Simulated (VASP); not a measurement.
Runs of VASP 6.6.1 on Ru. The structure is hexagonal, space group P6_3/mmc (No. 194). The conventional cell has a = 2.706 Å, b = 2.706 Å, c = 4.282 Å, α = 90.00°, β = 90.00°, γ = 120.00°. Within 3.5 Å of Ru (site symmetry -6m2) lie 12 Ru at 2.65 to 2.71 Å. 

```csv
level,potentials or basis,gap on the mesh (eV),pressure (GPa)
LDA,"VASP PAW LDA potentials, release 64 (Ru_pv)",none,-11.4
r2SCAN,"VASP PAW PBE potentials, release 64 (Ru_pv)",none,-0.5
PBEsol,"VASP PAW PBE potentials, release 64 (Ru_pv)",none,(b)
revPBE,"VASP PAW PBE potentials, release 64 (Ru_pv)",none,(a)
RPBE,"VASP PAW PBE potentials, release 64 (Ru_pv)",none,8.9
```

Alike in all rows: task single point; no spin polarisation; cell as given; k mesh 10 × 10 × 6; cutoff (eV) 520; smearing methfessel-paxton 0.02 eV.

**Question.** Fill in the values left out.

**Answer.** (a) 7.7; (b) -6.3.

Caveats: the PAW data sets were made with another functional, which shifts forces and pressure a little (some runs).

A k mesh can miss the band edges, and the runs leave out spin-orbit coupling on Ru.

A gap of «none» marks levels without a gap at the run's occupations.
